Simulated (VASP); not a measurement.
A run of VASP 6.6.1 is set up as follows.

INCAR

```
PREC     = Accurate       # precision mode
ENCUT    = 520            # plane-wave cutoff, eV
EDIFF    = 1E-6           # SCF threshold, eV
ISMEAR   = 0              # smearing method
SIGMA    = 0.1            # smearing width, eV
LREAL    = False          # projectors in reciprocal space
LASPH    = True           # aspherical terms in the spheres
NELM     = 60             # most SCF steps
ALGO     = Normal         # electronic algorithm
ISIF     = 2              # what is computed and relaxed
LWAVE    = False          # write WAVECAR
LCHARG   = False          # write CHGCAR
GGA      = PE             # functional
NBANDS   = 57             # bands
```

Contents of KPOINTS:

```
Automatic mesh
0
Gamma
  4 4 4
```

The input POSCAR:

```
Hf3ZrS8
1.0
    5.9582060700      0.0000000000      0.0000000000
    0.0000000000      7.1622972400      0.0000000000
    0.0000000000      0.0000000000      6.2027313600
Zr Hf S
1 3 8
Direct
    0.0000000000      0.0000000000      0.5000000000
    0.0000000000      0.7500000000      0.0000000000
    0.0000000000      0.5000000000      0.5000000000
    0.0000000000      0.2500000000      0.0000000000
    0.7639520800      0.7500000000      0.6666666700
    0.7639520800      0.5000000000      0.1666666700
    0.7639520800      0.2500000000      0.6666666700
    0.7639520800      0.0000000000      0.1666666700
    0.2360479200      0.0000000000      0.8333333300
    0.2360479200      0.7500000000      0.3333333300
    0.2360479200      0.5000000000      0.8333333300
    0.2360479200      0.2500000000      0.3333333300
```

Potentials or basis: VASP PAW PBE potentials, release 64 (Zr_sv, Hf_pv, S).

Run with:

```bash
$ cat potpaw_PBE.64/Zr_sv/POTCAR potpaw_PBE.64/Hf_pv/POTCAR potpaw_PBE.64/S/POTCAR > POTCAR
$ mpirun -np 1 vasp_std > vasp.out
```

**Question.** Predict the pressure.

**Answer.** 7.2 GPa.

**Question.** What does it give for the largest force?

**Answer.** 0.918 eV/Å.

**Question.** Estimate the band gap on the k mesh.

**Answer.** 1.08 eV, indirect (least direct gap 1.20 eV).

Forces in eV/Å, atoms in the order of the input:
```
Zr   0.000  0.000  0.000
Hf   0.000  0.009  0.000
Hf   0.000  0.000  0.000
Hf   0.000 -0.009  0.000
S   -0.887 -0.186  0.109
S   -0.793  0.000  0.006
S   -0.887  0.186  0.109
S   -0.890  0.000 -0.224
S    0.890  0.000  0.224
S    0.887 -0.186 -0.109
S    0.793  0.000 -0.006
S    0.887  0.186 -0.109
```

Caveat: spin-orbit coupling is left out, which moves the levels of the heavy elements; this functional lacks dispersion, which binds the layers, so the pressure and a relaxed spacing across them are unreliable. As with any semilocal functional, this PBE gap is likely too small.
